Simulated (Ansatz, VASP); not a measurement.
## CdF2 in VASP and in Ansatz

File INCAR:

```
SYSTEM = CdF2
ALGO = Normal
EDIFF = 1E-6
ENCUT = 520
GGA = PE
ISIF = 2
ISMEAR = 0
LASPH = .TRUE.
LCHARG = .FALSE.
LREAL = .FALSE.
LWAVE = .FALSE.
NBANDS = 64
NELM = 80
PREC = Accurate
SIGMA = 0.1
```

Contents of KPOINTS:

```
k-points
0
G
  4 4 2
  0 0 0
```

File POSCAR:

```
CdF2
1.0
    0.0000000000      0.0000000000     -3.5514084520
    0.0000000000     -5.2013660370      0.0000000000
  -10.4027320740      0.0000000000      0.0000000000
Cd F
4 8
Direct
    1.0000000000      1.0000000000      1.0000000000
    1.0000000000      1.0000000000      0.5000000000
    0.5000000000      0.5000000000      0.7500000000
    0.5000000000      0.5000000000      0.2500000000
    1.0000000000      0.6932129041      0.8466064521
    0.0000000000      0.6932129041      0.3466064521
    0.5000000000      0.1932129041      0.9033935479
    0.5000000000      0.1932129041      0.4033935479
    1.0000000000      0.3067870959      0.6533935479
    1.0000000000      0.3067870959      0.1533935479
    0.5000000000      0.8067870959      0.5966064521
    0.5000000000      0.8067870959      0.0966064521
```

Input for Ansatz:

```yaml
crystal:
  lattice:
    - [0.0, 0.0, -3.551408452]
    - [0.0, -5.201366037, 0.0]
    - [-10.402732074, 0.0, 0.0]
  atoms:
    - { symbol: Cd, position: [1.0, 1.0, 1.0] }
    - { symbol: Cd, position: [1.0, 1.0, 0.5] }
    - { symbol: Cd, position: [0.5, 0.5, 0.75] }
    - { symbol: Cd, position: [0.5, 0.5, 0.25] }
    - { symbol: F, position: [1.0, 0.6932129041, 0.8466064521] }
    - { symbol: F, position: [0.0, 0.6932129041, 0.3466064521] }
    - { symbol: F, position: [0.5, 0.1932129041, 0.9033935479] }
    - { symbol: F, position: [0.5, 0.1932129041, 0.4033935479] }
    - { symbol: F, position: [1.0, 0.3067870959, 0.6533935479] }
    - { symbol: F, position: [1.0, 0.3067870959, 0.1533935479] }
    - { symbol: F, position: [0.5, 0.8067870959, 0.5966064521] }
    - { symbol: F, position: [0.5, 0.8067870959, 0.0966064521] }
basis:
  ecutwfc: 420
kpoints:
  mp_grid: { grid: [4, 4, 2] }
hamiltonian:
  xc: pbe
scf:
  occupations: { method: gaussian, width: 0.1 }
  lower_state_search: "off"
output:
  forces: true
  stress: true
  eigenvalues: true
```

Alike in both runs: task single point; functional PBE; k mesh 4 × 4 × 2; occupations gaussian, width 0.1 eV; no spin polarisation.

|  | VASP | Ansatz |
| --- | --- | --- |
| version | VASP 6.6.1 | Ansatz 0.2.0 |
| potentials or method | VASP PAW PBE potentials, release 64 (Cd, F), cutoff 520 eV | scalar-relativistic, plane waves, PAW |
| valence electrons in the cell | 104 | 136 |

|  | VASP | Ansatz | Ansatz less VASP |
| --- | --- | --- | --- |
| gap on the k mesh at the Fermi level (eV) | 2.89 | 2.92 | +0.028 |
| least direct gap on the mesh (eV) | 2.89 | 2.92 | +0.028 |
| pressure (GPa) | 0.6 | 0.0 | -0.59 |
| traceless stress, the component that is largest in VASP (GPa) | 0.21 | 0.02 | -0.196 |
| rms of the force components (eV/Å) | 0.005 | 0.000 | -0.0051 |

Atom by atom the forces differ by 0.005 eV/Å (rms over components). VASP's potentials hold 104 valence electrons a cell and Ansatz's 136, so a difference there can come from the potentials and not from the codes.

The k mesh is coarse, so the values compare programs but aren't converged.
